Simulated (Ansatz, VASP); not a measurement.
# One calculation of AlGa, two programs

File INCAR:

```
ALGO     = Normal         # electronic algorithm
EDIFF    = 1E-7           # SCF threshold, eV
EDIFFG   = -0.01          # ionic threshold
ENCUT    = 500            # plane-wave cutoff, eV
GGA      = PE             # functional
GGA_COMPAT= F            
IBRION   = 2              # ionic algorithm
ISIF     = 3              # what is computed and relaxed
ISMEAR   = 0              # smearing method
LASPH    = T              # aspherical terms in the spheres
LCHARG   = F              # write CHGCAR
LREAL    = F              # projectors in reciprocal space
LWAVE    = F              # write WAVECAR
NELM     = 120            # most SCF steps
NELMIN   = 4            
NSW      = 100            # ionic steps
PREC     = Accurate       # precision mode
SIGMA    = 0.1            # smearing width, eV
```

The input KPOINTS:

```
k-points
0
Gamma
  12 12 10
```

File POSCAR:

```
AlGa
1.0
    4.1544846084      0.0000000000      0.0000000000
   -2.0772423042      3.5978892105      0.0000000000
    0.0000000000      0.0000000000      5.2577105112
Al Ga
2 2
Direct
    0.0000000000      0.0000000000      0.0000000000
    0.0000000000      0.0000000000      0.5000000000
    0.3333333333      0.6666666667      0.2500000000
    0.6666666667      0.3333333333      0.7500000000
```

Input for Ansatz:

```yaml
crystal:
  lattice:
    - [4.1544846084, 0.0, 0.0]
    - [-2.0772423042, 3.5978892105, 0.0]
    - [0.0, 0.0, 5.2577105112]
  atoms:
    - { symbol: Al, position: [0.0, 0.0, 0.0] }
    - { symbol: Al, position: [0.0, 0.0, 0.5] }
    - { symbol: Ga, position: [0.3333333333, 0.6666666667, 0.25] }
    - { symbol: Ga, position: [0.6666666667, 0.3333333333, 0.75] }
basis:
  ecutwfc: 420
kpoints:
  mp_grid: { grid: [12, 12, 10] }
hamiltonian:
  xc: pbe
scf:
  occupations: { method: gaussian, width: 0.1 }
output:
  forces: true
  stress: true
  eigenvalues: true
relax:
  adjacent_minimum: "off"
  f_tol: 0.01
  max_steps: 80
  cell: { stress_tol: 0.05 }
```

Change from the starting cell: species swapped into the CoSb type (P6_3/mmc, No. 194).

Alike in both runs: task relaxation of cell and atoms; functional PBE; k mesh 12 × 12 × 10; occupations gaussian, width 0.1 eV; no spin polarisation.

```csv
,VASP,Ansatz
version,VASP 6.6.1,Ansatz 0.2.0
potentials or method,"VASP PAW PBE potentials, release 64 (Al, Ga_d), cutoff 500 eV","scalar-relativistic, plane waves, PAW"
valence electrons in the cell,32,32
```

|  | VASP | Ansatz | Ansatz less VASP |
| --- | --- | --- | --- |
| gap on the k mesh at the Fermi level, each at its own relaxed structure (eV) | none | none | - |
| relaxed volume (Å³/atom) | 19.75 | 19.73 | -0.026 |
| relaxed cell length with the largest relative difference (Å) | 4.137 | 4.133 | -0.0036 |

A gap of «none» marks a metal or a gap that the smearing closes.
